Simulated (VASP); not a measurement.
# Nb3Pb (Pm-3n) in VASP: single point with PBE

Aim: the single point of Nb3Pb with PBE.

All numbers are computed with VASP 6.6.1; they aren't measurements. Logs are shortened: lines on timing, memory, paths and dates and some standing lists are left out, and cuts for length are marked.

## 1. The cell of the first run

It takes space group Pm-3n (No. 223, cubic). The conventional cell has a = 5.410 Å, b = 5.410 Å, c = 5.410 Å, α = 90.00°, β = 90.00°, γ = 90.00°. Within 4.0 Å of Pb (site symmetry m-3) lie 12 Nb at 3.02 Å. Within 3.6 Å of Nb (site symmetry -4m2) lie 10 Nb at 2.70 to 3.31 Å and 4 Pb at 3.02 Å.

## 2. Single point, PBE

POSCAR

```
Nb3Pb
1.0
    5.4098260000      0.0000000000      0.0000000000
    0.0000000000      5.4098260000      0.0000000000
    0.0000000000      0.0000000000      5.4098260000
Pb Nb
2 6
Direct
    0.0000000000      0.0000000000      0.0000000000
    0.5000000000      0.5000000000      0.5000000000
    0.2500000000      0.0000000000      0.5000000000
    0.5000000000      0.7500000000      0.0000000000
    0.7500000000      0.0000000000      0.5000000000
    0.5000000000      0.2500000000      0.0000000000
    0.0000000000      0.5000000000      0.7500000000
    0.0000000000      0.5000000000      0.2500000000
```

INCAR.step1

```
SYSTEM = Nb3Pb
PREC = Accurate
ENCUT = 520
EDIFF = 1E-7
ISMEAR = -1
SIGMA = 0.1
LREAL = .False.
LASPH = .True.
NELM = 100
ALGO = Normal
ISIF = 2
LWAVE = .False.
LCHARG = .True.
LMAXMIX = 4
GGA = PE
NBANDS = 63
```

KPOINTS.step1

```
regular mesh
0
Gamma
  6 6 6
  0 0 0
```

INCAR.step2

```
SYSTEM = Nb3Pb
PREC = Accurate
ENCUT = 520
EDIFF = 1E-7
ISMEAR = -5
SIGMA = 0.1
LREAL = .False.
LASPH = .True.
NELM = 100
ALGO = Normal
ISIF = 2
LWAVE = .False.
LCHARG = .False.
LMAXMIX = 4
GGA = PE
LORBIT = 11
NBANDS = 63
NEDOS = 1001
ICHARG = 11
```

KPOINTS.step2

```
regular mesh
0
Gamma
  9 9 9
  0 0 0
```

Potentials or basis: VASP PAW PBE potentials, release 64 (Pb_d, Nb_sv).

Command:

```bash
$ cat potpaw_PBE.64/Pb_d/POTCAR potpaw_PBE.64/Nb_sv/POTCAR > POTCAR
$ cp INCAR.step1 INCAR
$ cp KPOINTS.step1 KPOINTS
$ mpirun -np 1 vasp_std > vasp.out
$ cp INCAR.step2 INCAR
$ cp KPOINTS.step2 KPOINTS
$ mpirun -np 1 vasp_std > vasp.out
```

OUTCAR:

```text
SYSTEM = Nb3Pb
   PREC = Accurate
   ENCUT = 520
   EDIFF = 1E-7
   ISMEAR = -5
   LREAL = .False.
   LASPH = .True.
   NELM = 100
   ISIF = 2
   GGA = PE
   LORBIT = 11
   ICHARG = 11

 ion  position               nearest neighbor table
   1  0.000  0.000  0.000-   3 3.02   4 3.02   5 3.02   6 3.02   7 3.02   8 3.02   3 3.02   5 3.02
                             7 3.02   8 3.02   4 3.02   6 3.02
   2  0.500  0.500  0.500-   3 3.02   4 3.02   5 3.02   6 3.02   7 3.02   8 3.02   4 3.02   6 3.02
                             3 3.02   5 3.02   7 3.02   8 3.02
   3  0.250  0.000  0.500-   5 2.70   5 2.70   1 3.02   1 3.02   2 3.02   2 3.02
   4  0.500  0.750  0.000-   6 2.70   6 2.70   1 3.02   2 3.02   2 3.02   1 3.02
   5  0.750  0.000  0.500-   3 2.70   3 2.70   1 3.02   1 3.02   2 3.02   2 3.02
   6  0.500  0.250  0.000-   4 2.70   4 2.70   1 3.02   2 3.02   2 3.02   1 3.02
   7  0.000  0.500  0.750-   8 2.70   8 2.70   1 3.02   2 3.02   1 3.02   2 3.02
   8  0.000  0.500  0.250-   7 2.70   7 2.70   1 3.02   2 3.02   1 3.02   2 3.02

  LATTYP: Found a simple cubic cell.
 ALAT       =     5.4098260000

  Lattice vectors:

 A1 = (   5.4098260000,   0.0000000000,   0.0000000000)
 A2 = (   0.0000000000,   5.4098260000,   0.0000000000)
 A3 = (   0.0000000000,   0.0000000000,   5.4098260000)

Analysis of symmetry for initial positions (statically):
=====================================================================
 Subroutine PRICEL returns:
 Original cell was already a primitive cell.

 Routine SETGRP: Setting up the symmetry group for a
 simple cubic supercell.

 Subroutine GETGRP returns: Found 48 space group operations
 (whereof 24 operations were pure point group operations)
 out of a pool of 48 trial point group operations.

The static configuration has the point symmetry T_h .
 The point group associated with its full space group is O_h .

Analysis of symmetry for dynamics (positions and initial velocities):
=====================================================================
 Subroutine PRICEL returns:
 Original cell was already a primitive cell.

 Routine SETGRP: Setting up the symmetry group for a
 simple cubic supercell.

 Subroutine GETGRP returns: Found 48 space group operations
 (whereof 24 operations were pure point group operations)
 out of a pool of 48 trial point group operations.

The dynamic configuration has the point symmetry T_h .
 The point group associated with its full space group is O_h .

 Subroutine INISYM returns: Found 48 space group operations
 (whereof 24 operations are pure point group operations),
 and found     1 'primitive' translations

[... 129 lines left out ...]
  volume/ion in A,a.u.               =      19.79       133.55
  Fermi-wavevector in a.u.,A,eV,Ry     =   1.432166  2.706402 27.906919  2.051101
  Thomas-Fermi vector in A             =   2.551824
   LORBIT       =     11    0 simple, 1 ext, 2 COOP (PROOUT), +10 PAW based schemes
   GGA     = PE    functional components
   LHFCALC =     F    Hartree Fock is set to
   AEXX    =    0.0000 exact exchange contribution
   IVDW    =     0    specifies the selected vdW correction
   LEPSILON=     F    determine dielectric tensor
   LRPA    =     F    only Hartree local field effects (RPA)
 non-spin polarized calculation
 Fermi weights with tetrahedron method with Bloechl corrections
  energy-cutoff  :      520.00
  volume of cell :      158.33
 maximum number of plane-waves:      4337

 number of electron     106.0000002 magnetization

 Free energy of the ion-electron system (eV)
  ---------------------------------------------------
  ext. energy  EPLUGINS =         0.00000000
  ---------------------------------------------------
  free energy    TOTEN  =       -67.43072244 eV

  energy without entropy =      -67.43072244  energy(sigma->0) =      -67.43072244

 E-fermi :  10.6376     XC(G=0): -12.1160

 val. band max:       10.6682145018   @ k =   0.4444   0.4444   0.0000
 cond. band min:      10.5987974092   @ k =   0.3333   0.3333   0.3333
 fundamental gap:     -0.0694170927
 Fermi energy:        10.6376462864

 k-point     1 :       0.0000    0.0000    0.0000
  band No.  band energies     occupation
      1     -44.0584      2.00000
      2     -44.0054      2.00000
      3     -44.0054      2.00000
      4     -43.8328      2.00000
      5     -43.8328      2.00000
      6     -43.8328      2.00000
[... 1573 lines left out ...]
     62      13.1368      0.00000
     63      13.2139      0.00000

 [... further k-points ...]

------------------------ aborting loop because EDIFF is reached ----------------------------------------

  FORCE on cell =-STRESS in cart. coord.  units (eV):
  Direction    XX          YY          ZZ          XY          YZ          ZX
  --------------------------------------------------------------------------------------
  -------------------------------------------------------------------------------------
  Total       -3.6937194     -3.6937194     -3.6937194     -0.0000000      0.0000000      0.0000000
  in kB      -37.3787344    -37.3787344    -37.3787344     -0.0000000      0.0000000      0.0000000
  external PRESSURE =     -37.3787344 kB  Pullay stress =       0.0000000 kB

 VOLUME and BASIS-vectors are now :
 -----------------------------------------------------------------------------
  energy-cutoff  :      520.00
  volume of cell :      158.33
      direct lattice vectors                 reciprocal lattice vectors
     5.409826000  0.000000000  0.000000000     0.184848829  0.000000000  0.000000000
     0.000000000  5.409826000  0.000000000     0.000000000  0.184848829  0.000000000
     0.000000000  0.000000000  5.409826000     0.000000000  0.000000000  0.184848829

 POSITION                                       TOTAL-FORCE (eV/Angst)
 -----------------------------------------------------------------------------------
      0.00000      0.00000      0.00000        -0.000000     -0.000000      0.000000
      2.70491      2.70491      2.70491        -0.000000     -0.000000      0.000000
      1.35246      0.00000      2.70491        -0.000000      0.000000      0.000000
      2.70491      4.05737      0.00000         0.000000     -0.000000      0.000000
      4.05737      0.00000      2.70491         0.000000      0.000000     -0.000000
      2.70491      1.35246      0.00000        -0.000000      0.000000     -0.000000
      0.00000      2.70491      4.05737        -0.000000     -0.000000      0.000000
      0.00000      2.70491      1.35246        -0.000000      0.000000     -0.000000
 -----------------------------------------------------------------------------------
    total drift:                                0.000000     -0.000000      0.000000

  FREE ENERGIE OF THE ION-ELECTRON SYSTEM (eV)
  ---------------------------------------------------
  free  energy   TOTEN  =       -67.4307224403 eV

  energy  without entropy=      -67.4307224403  energy(sigma->0) =      -67.43072244

 total charge

# of ion       s       p       d       tot
------------------------------------------
    1        1.187   1.232   9.838  12.256
    2        1.187   1.232   9.838  12.256
    3        2.174   5.989   2.470  10.633
    4        2.174   5.989   2.470  10.633
    5        2.174   5.989   2.470  10.633
    6        2.174   5.989   2.470  10.633
    7        2.174   5.989   2.470  10.633
    8        2.174   5.989   2.470  10.633
--------------------------------------------------
tot         15.419  38.397  34.495  88.310
```

OUTCAR.step1:

```text
SYSTEM = Nb3Pb
   PREC = Accurate
   ENCUT = 520
   EDIFF = 1E-7
   ISMEAR = -1
   LREAL = .False.
[... 1561 lines left out ...]
      2.70491      1.35246      0.00000         0.000000      0.000000     -0.000000
      0.00000      2.70491      4.05737         0.000000      0.000000      0.000000
      0.00000      2.70491      1.35246        -0.000000      0.000000     -0.000000
 -----------------------------------------------------------------------------------
    total drift:                                0.000000     -0.000000      0.000000

  FREE ENERGIE OF THE ION-ELECTRON SYSTEM (eV)
  ---------------------------------------------------
  free  energy   TOTEN  =       -67.6449087956 eV

  energy  without entropy=      -67.3248757865  energy(sigma->0) =      -67.48489229
```

Run time: 13 min. Hardware: 1 thread of Intel Xeon Platinum 8259CL at 2.50GHz (Skylake/Cascade Lake), shared host; peak memory 0.4 GiB.

What came out:

| Quantity | Value |
| --- | --- |
| Valence electrons inside the program's atomic spheres | Pb 12.26; Nb 10.63 |

Levels at points of the mesh, in eV from the Fermi level:
| k point | band 52 | band 53 | band 54 | band 55 | band 56 | band 57 |
| --- | --- | --- | --- | --- | --- | --- |
| (0.00, 0.00, 0.00) | -0.42 | -0.07 | -0.07 | 1.20 | 2.13 | 2.13 |

Caveat: spin-orbit coupling is left out, which moves the levels of the heavy elements; tetrahedron occupations give inexact forces and stress in metals.
